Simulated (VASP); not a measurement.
# BaNb (P-6m2) in VASP: a series of runs

The runs below take BaNb through single point, relaxation of cell and atoms, with PBE.

Everything below comes from runs of VASP 6.6.1. Logs are shortened: lines on timing, memory, paths and dates and some standing lists are left out, and cuts for length are marked.

### 1 The cell of the first run

It takes space group P-6m2 (No. 187, hexagonal). The conventional cell has a = 3.245 Å, b = 3.245 Å, c = 5.935 Å, α = 90.00°, β = 90.00°, γ = 120.00°. Within 4.3 Å of Ba (site symmetry -6m2) lie 6 Ba at 3.24 Å and 6 Nb at 3.51 Å. Within 4.3 Å of Nb (site symmetry -6m2) lie 6 Nb at 3.24 Å and 6 Ba at 3.51 Å.

### 2 Single point, PBE

File INCAR:

```
PREC     = Accurate       # precision mode
ENCUT    = 520            # plane-wave cutoff, eV
EDIFF    = 1E-7           # SCF threshold, eV
ISMEAR   = 0              # smearing method
SIGMA    = 0.1            # smearing width, eV
LREAL    = F              # projectors in reciprocal space
LASPH    = T              # aspherical terms in the spheres
NELM     = 80             # most SCF steps
ALGO     = Normal         # electronic algorithm
ISIF     = 2              # what is computed and relaxed
LWAVE    = F              # write WAVECAR
LCHARG   = F              # write CHGCAR
GGA      = PE             # functional
NBANDS   = 18             # bands
```

File KPOINTS:

```
Automatic mesh
0
Gamma
  6 6 4
```

File POSCAR:

```
BaNb
1.0
    3.2445141743      0.0000000000      0.0000000000
   -1.6222570871      2.8098316979      0.0000000000
    0.0000000000      0.0000000000      5.9350963190
Ba Nb
1 1
Direct
    0.0000000000      0.0000000000      0.0000000000
    0.6666666667      0.3333333333      0.5000000000
```

Potentials or basis: VASP PAW PBE potentials, release 64 (Ba_sv, Nb_sv).

On the command line:

```console
$ cat potpaw_PBE.64/Ba_sv/POTCAR potpaw_PBE.64/Nb_sv/POTCAR > POTCAR
$ mpirun -np 1 vasp_std > vasp.out
```

OUTCAR:

```text
PREC = Accurate
   ENCUT = 520
   EDIFF = 1E-7
   ISMEAR = 0
   LREAL = F
   LASPH = T
   NELM = 80
   ISIF = 2
   GGA = PE

 ion  position               nearest neighbor table
   1  0.000  0.000  0.000-   2 3.51   2 3.51   2 3.51   2 3.51   2 3.51   2 3.51
   2  0.667  0.333  0.500-   1 3.51   1 3.51   1 3.51   1 3.51   1 3.51   1 3.51

  LATTYP: Found a hexagonal cell.
 ALAT       =     3.2445141743
 C/A-ratio  =     1.8292711944

  Lattice vectors:

 A1 = (   3.2445141743,   0.0000000000,   0.0000000000)
 A2 = (  -1.6222570871,   2.8098316979,   0.0000000000)
 A3 = (   0.0000000000,   0.0000000000,   5.9350963190)

Analysis of symmetry for initial positions (statically):
=====================================================================
 Subroutine PRICEL returns:
 Original cell was already a primitive cell.

 Routine SETGRP: Setting up the symmetry group for a
 hexagonal supercell.

 Subroutine GETGRP returns: Found 12 space group operations
 (whereof 12 operations were pure point group operations)
 out of a pool of 24 trial point group operations.

The static configuration has the point symmetry D_3h.

Analysis of symmetry for dynamics (positions and initial velocities):
=====================================================================
 Subroutine PRICEL returns:
 Original cell was already a primitive cell.

 Routine SETGRP: Setting up the symmetry group for a
 hexagonal supercell.

 Subroutine GETGRP returns: Found 12 space group operations
 (whereof 12 operations were pure point group operations)
 out of a pool of 24 trial point group operations.

The dynamic configuration has the point symmetry D_3h.

 Subroutine INISYM returns: Found 12 space group operations
 (whereof 12 operations are pure point group operations),
 and found     1 'primitive' translations

----------------------------------------------------------------------------------------

                                     Primitive cell

  volume of cell :      54.1075

  direct lattice vectors                    reciprocal lattice vectors
     3.244514174  0.000000000  0.000000000     0.308212554  0.177946601  0.000000000
    -1.622257087  2.809831698  0.000000000     0.000000000  0.355893202  0.000000000
     0.000000000  0.000000000  5.935096319     0.000000000  0.000000000  0.168489262

  length of vectors
     3.244514174  3.244514174  5.935096319     0.355893202  0.355893202  0.168489262

  position of ions in fractional coordinates (direct lattice)
     0.000000000  0.000000000  0.000000000
     0.666666667  0.333333333  0.500000000

  ion indices of the primitive-cell ions
   primitive index   ion index
                 1           1
                 2           2

----------------------------------------------------------------------------------------

 KPOINTS: Automatic mesh

Automatic generation of k-mesh.
 Grid dimensions read from file:
 generate k-points for:    6    6    4

 Generating k-lattice:

  Cartesian coordinates                     Fractional coordinates (reciprocal lattice)
     0.051368759  0.029657767  0.000000000     0.166666667  0.000000000  0.000000000
     0.000000000  0.059315534  0.000000000     0.000000000  0.166666667  0.000000000
     0.000000000  0.000000000  0.042122316     0.000000000  0.000000000  0.250000000

  Length of vectors
     0.059315534  0.059315534  0.042122316

  Shift w.r.t. Gamma in fractional coordinates (k-lattice)
     0.000000000  0.000000000  0.000000000

 Subroutine IBZKPT returns following result:
 ===========================================

 Found     21 irreducible k-points:

 Following reciprocal coordinates:
            Coordinates               Weight
  0.000000  0.000000  0.000000      1.000000
  0.166667  0.000000  0.000000      6.000000
  0.333333  0.000000  0.000000      6.000000
  0.500000  0.000000  0.000000      3.000000
  0.166667  0.166667  0.000000      6.000000
  0.333333  0.166667  0.000000     12.000000
[... 13 lines left out ...]
  0.333333  0.166667  0.500000     12.000000
  0.333333  0.333333  0.500000      2.000000
   k-points           NKPTS =     21   k-points in BZ     NKDIM =     21   number of bands    NBANDS=     18
   number of dos      NEDOS =    301   number of ions     NIONS =      2
   total plane-waves  NPLWV =  27648
   dimension x,y,z NGX =    24 NGY =   24 NGZ =   48
   dimension x,y,z NGXF=    48 NGYF=   48 NGZF=   96
   ions per type =               1   1
   NGX,Y,Z   is equivalent  to a cutoff of  12.30, 12.30, 13.45 a.u.
   NGXF,Y,Z  is equivalent  to a cutoff of  24.59, 24.59, 26.89 a.u.
 SYSTEM =  unknown system
   PREC   = accura    normal or accurate (medium, high low for compatibility)
   ISTART =      0    job   : 0-new  1-cont  2-samecut
   ICHARG =      2    charge: 1-file 2-atom 10-const
   ISPIN  =      1    spin polarized calculation?
   LNONCOLLINEAR =      F non collinear calculations
   LSORBIT =      F    spin-orbit coupling
   LASPH  =      T    aspherical Exc in radial PAW
   ENCUT  =  520.0 eV  38.22 Ry    6.18 a.u.   6.03  6.03 11.04*2*pi/ulx,y,z
   NELM   =     80;   NELMIN=  2; NELMDL= -5     # of ELM steps
   EDIFF  = 0.1E-06   stopping-criterion for ELM
   LREAL  =      F    real-space projection
   EDIFFG = 0.1E-05   stopping-criterion for IOM
   NSW    =      0    number of steps for IOM
   IBRION =     -1    ionic relax: 0-MD 1-quasi-New 2-CG
   NFREE  =      0    steps in history (QN), initial steepest desc. (CG)
   ISIF   =      2    stress and relaxation
   ISYM   =      2    0-nonsym 1-usesym 2-fastsym
   POTIM  = 0.5000    time-step for ionic-motion
   TEBEG  =    0.0;   TEEND  =   0.0 temperature during run
   PSTRESS=    0.0 pullay stress
   NELECT =      23.0000    total number of electrons
   NUPDOWN=      -1.0000    fix difference up-down
   EMIN   =  10.00;   EMAX   =-10.00  energy-range for DOS
   EFERMI =   0.00;   METHOD = LEGACY
   ISMEAR =     0;   SIGMA  =   0.10  broadening in eV -4-tet -1-fermi 0-gaus
   EFERMI_NEDOS =   21; number of points for ismear=-14 and -15
   IALGO  =     38    algorithm
   IMIX   =      4    mixing-type and parameters
     AMIX     =   0.40;   BMIX     =  1.00
     AMIX_MAG =   1.60;   BMIX_MAG =  1.00
  volume/ion in A,a.u.               =      27.05       182.57
  Fermi-wavevector in a.u.,A,eV,Ry     =   1.230925  2.326111 20.615219  1.515176
  Thomas-Fermi vector in A             =   2.365754
   LORBIT       =      0    0 simple, 1 ext, 2 COOP (PROOUT), +10 PAW based schemes
   GGA     = PE    functional components
   LHFCALC =     F    Hartree Fock is set to
   AEXX    =    0.0000 exact exchange contribution
   IVDW    =     0    specifies the selected vdW correction
   LEPSILON=     F    determine dielectric tensor
   LRPA    =     F    only Hartree local field effects (RPA)
 non-spin polarized calculation
 Gauss-broadening in eV      SIGMA  =   0.10
  energy-cutoff  :      520.00
  volume of cell :       54.11
 maximum number of plane-waves:      1506
   NGX = 13   NGY = 13   NGZ = 23

 number of electron      23.0000005 magnetization

 Free energy of the ion-electron system (eV)
  ---------------------------------------------------
  ext. energy  EPLUGINS =         0.00000000
  ---------------------------------------------------
  free energy    TOTEN  =        -9.51193854 eV

  energy without entropy =       -9.49490020  energy(sigma->0) =       -9.50341937

 E-fermi :   6.2549     XC(G=0): -10.5891

 val. band max:        6.2515867029   @ k =   0.3333   0.0000   0.0000
 cond. band min:       6.2563148675   @ k =   0.3333   0.3333   0.2500
 fundamental gap:      0.0047281645
 Fermi energy:         6.2549169017

 k-point     1 :       0.0000    0.0000    0.0000
  band No.  band energies     occupation
      1     -48.7696      2.00000
      2     -24.8730      2.00000
      3     -24.5327      2.00000
      4     -24.5327      2.00000
      5     -22.3681      2.00000
      6      -7.4719      2.00000
[... 10 lines left out ...]
     17       9.3943      0.00000
     18       9.3943      0.00000

 k-point     2 :       0.1667    0.0000    0.0000
  band No.  band energies     occupation
      1     -48.7588      2.00000
      2     -24.8583      2.00000
      3     -24.6335      2.00000
      4     -24.5564      2.00000
      5     -22.1601      2.00000
      6      -7.2695      2.00000
[... 10 lines left out ...]
     17       9.1052      0.00000
     18      10.6706      0.00000

 k-point     3 :       0.3333    0.0000    0.0000
  band No.  band energies     occupation
      1     -48.7369      2.00000
      2     -24.8304      2.00000
      3     -24.8287      2.00000
      4     -24.6036      2.00000
      5     -21.7004      2.00000
      6      -8.5269      2.00000
[... 10 lines left out ...]
     17      12.2062      0.00000
     18      13.1899      0.00000

 k-point     4 :       0.5000    0.0000    0.0000
  band No.  band energies     occupation
      1     -48.7259      2.00000
      2     -24.9267      2.00000
      3     -24.8139      2.00000
      4     -24.6269      2.00000
      5     -21.4425      2.00000
      6      -9.4200      2.00000
[... 10 lines left out ...]
     17      12.3399      0.00000
     18      12.9705      0.00000

 k-point     5 :       0.1667    0.1667    0.0000
  band No.  band energies     occupation
      1     -48.7424      2.00000
      2     -24.8361      2.00000
      3     -24.7630      2.00000
      4     -24.6112      2.00000
      5     -21.8225      2.00000
      6      -7.8431      2.00000
[... 10 lines left out ...]
     17       9.2813      0.00000
     18      12.1434      0.00000

 k-point     6 :       0.3333    0.1667    0.0000
  band No.  band energies     occupation
      1     -48.7259      2.00000
      2     -24.8769      2.00000
      3     -24.8139      2.00000
      4     -24.6788      2.00000
      5     -21.4468      2.00000
      6      -8.9789      2.00000
[... 10 lines left out ...]
     17      11.1031      0.00000
     18      11.9234      0.00000

 k-point     7 :       0.3333    0.3333    0.0000
  band No.  band energies     occupation
      1     -48.7205      2.00000
      2     -24.8106      2.00000
      3     -24.8071      2.00000
      4     -24.8065      2.00000
      5     -21.3151      2.00000
      6      -8.4147      2.00000
[... 10 lines left out ...]
     17      10.7913      0.00000
     18      11.1750      0.00000

 k-point     8 :       0.0000    0.0000    0.2500
  band No.  band energies     occupation
      1     -48.7696      2.00000
      2     -24.8786      2.00000
      3     -24.5327      2.00000
      4     -24.5327      2.00000
      5     -22.3578      2.00000
      6      -7.5365      2.00000
[... 10 lines left out ...]
     17       9.6148      0.00000
     18       9.6148      0.00000
[... 166 lines left out ...]
     17       9.5661      0.00000
     18      10.9162      0.00000

 k-point    17 :       0.3333    0.0000    0.5000
  band No.  band energies     occupation
      1     -48.7369      2.00000
      2     -24.8321      2.00000
      3     -24.8294      2.00000
      4     -24.6035      2.00000
      5     -21.6964      2.00000
      6      -8.5124      2.00000
[... 10 lines left out ...]
     17      10.5105      0.00000
     18      12.0664      0.00000

 k-point    18 :       0.5000    0.0000    0.5000
  band No.  band energies     occupation
      1     -48.7259      2.00000
      2     -24.9255      2.00000
      3     -24.8152      2.00000
      4     -24.6269      2.00000
      5     -21.4437      2.00000
      6      -9.4035      2.00000
[... 10 lines left out ...]
     17      10.5517      0.00000
     18      11.4362      0.00000

 k-point    19 :       0.1667    0.1667    0.5000
  band No.  band energies     occupation
      1     -48.7424      2.00000
      2     -24.8406      2.00000
      3     -24.7621      2.00000
      4     -24.6111      2.00000
      5     -21.8159      2.00000
      6      -7.8302      2.00000
[... 10 lines left out ...]
     17      10.1674      0.00000
     18      10.8353      0.00000

 k-point    20 :       0.3333    0.1667    0.5000
  band No.  band energies     occupation
      1     -48.7259      2.00000
      2     -24.8759      2.00000
      3     -24.8153      2.00000
      4     -24.6786      2.00000
      5     -21.4477      2.00000
      6      -8.9646      2.00000
[... 10 lines left out ...]
     17      10.9237      0.00000
     18      11.3886      0.00000

 k-point    21 :       0.3333    0.3333    0.5000
  band No.  band energies     occupation
      1     -48.7205      2.00000
      2     -24.8093      2.00000
      3     -24.8071      2.00000
      4     -24.8070      2.00000
      5     -21.3183      2.00000
      6      -8.3893      2.00000
[... 10 lines left out ...]
     17      10.3901      0.00000
     18      12.9584      0.00000

------------------------ aborting loop because EDIFF is reached ----------------------------------------

  FORCE on cell =-STRESS in cart. coord.  units (eV):
  Direction    XX          YY          ZZ          XY          YZ          ZX
  --------------------------------------------------------------------------------------
  -------------------------------------------------------------------------------------
  Total        0.4621614      0.4621614      0.5089786      0.0000000      0.0000000      0.0000000
  in kB       13.6850542     13.6850542     15.0713557      0.0000000      0.0000000      0.0000000
  external PRESSURE =      14.1471547 kB  Pullay stress =       0.0000000 kB

 VOLUME and BASIS-vectors are now :
 -----------------------------------------------------------------------------
  energy-cutoff  :      520.00
  volume of cell :       54.11
      direct lattice vectors                 reciprocal lattice vectors
     3.244514174  0.000000000  0.000000000     0.308212554  0.177946601  0.000000000
    -1.622257087  2.809831698  0.000000000     0.000000000  0.355893202  0.000000000
     0.000000000  0.000000000  5.935096319     0.000000000  0.000000000  0.168489262

 POSITION                                       TOTAL-FORCE (eV/Angst)
 -----------------------------------------------------------------------------------
      0.00000      0.00000      0.00000        -0.000000      0.000000      0.000000
      1.62226      0.93661      2.96755         0.000000      0.000000      0.000000
 -----------------------------------------------------------------------------------
    total drift:                               -0.000000      0.000000      0.000000

  FREE ENERGIE OF THE ION-ELECTRON SYSTEM (eV)
  ---------------------------------------------------
  free  energy   TOTEN  =        -9.5119385374 eV

  energy  without entropy=       -9.4949001981  energy(sigma->0) =       -9.50341937
```

Wall time 28 s (1 thread of Oxide Virtual Turin-like, shared host); peak memory 0.15 GiB.

What came out:

```yaml
Free_energy: -9.5119 eV
Pressure: 1.4 GPa
Band_gap_on_the_k_mesh: zero (an odd number of electrons rules out a gap without spin polarisation)
```

Caveat: the k points lie up to 0.37 Å⁻¹ apart, too coarse for converged energies and pressures of a metal; spin-orbit coupling is left out, which moves the levels of the heavy elements.

### 3 Single point, PBE

This run uses another cell than the first one, of 24.17 Å³/atom.

File INCAR:

```
SYSTEM = BaNb
PREC = Accurate ; ENCUT = 520
EDIFF = 1E-6 ; ISMEAR = 0
SIGMA = 0.1 ; LREAL = .FALSE.
LASPH = .TRUE. ; NELM = 100
ALGO = Normal ; ISIF = 2
LWAVE = .FALSE. ; LCHARG = .TRUE.
GGA = PE ; LELF = .TRUE.
LVHAR = .TRUE. ; NBANDS = 18
```

File KPOINTS:

```
Automatic mesh
0
G
  6 6 6
  0 0 0
```

File POSCAR:

```
BaNb
1.0
    3.8537470945      0.0000000000      0.0000000000
   -1.9268735472      3.3374428836      0.0000000000
    0.0000000000      0.0000000000      3.7587468135
Ba Nb
1 1
Direct
    0.0000000000      0.0000000000      0.0000000000
    0.6666666667      0.3333333333      0.5000000000
```

Potentials or basis: VASP PAW PBE potentials, release 64 (Ba_sv, Nb_sv).

On the command line:

```console
$ cat potpaw_PBE.64/Ba_sv/POTCAR potpaw_PBE.64/Nb_sv/POTCAR > POTCAR
$ mpirun -np 1 vasp_std > vasp.out
```

Wall time 31 s (1 thread of Oxide Virtual Turin-like, shared host); peak memory 0.15 GiB.

The run converged. Its results:

```
Free energy            : -7.6419 eV
Pressure               : 13.1 GPa
Band gap on the k mesh : zero (an odd number of electrons rules out a gap without spin polarisation)
```

Stress tensor (GPa, compression positive):
```
10.21  0.00  0.00
 0.00 10.21  0.00
 0.00  0.00 18.86
```

Levels at points of the mesh, in eV from the Fermi level:
```tsv
k point	band 9	band 10	band 11	band 12	band 13	band 14	band 15	band 16
(0.00, 0.00, 0.00)	-3.49	-2.96	-0.06	-0.06	0.03	0.03	3.07	3.07
(0.50, 0.00, 0.00)	-3.14	-0.89	-0.67	0.08	0.55	1.16	2.68	5.03
(0.00, 0.00, 0.50)	-1.45	-1.45	-1.07	-1.07	-0.38	-0.32	2.69	7.27
(0.50, 0.00, 0.50)	-2.30	-1.07	0.78	1.02	1.18	1.81	2.23	3.26
```

Caveat: the stress differs along the axes, from 10 to 19 GPa; spin-orbit coupling is left out, which moves the levels of the heavy elements.

[end of part 1 of 2]

The gap in the log of VASP goes by the Fermi energy; the results here count the filled bands.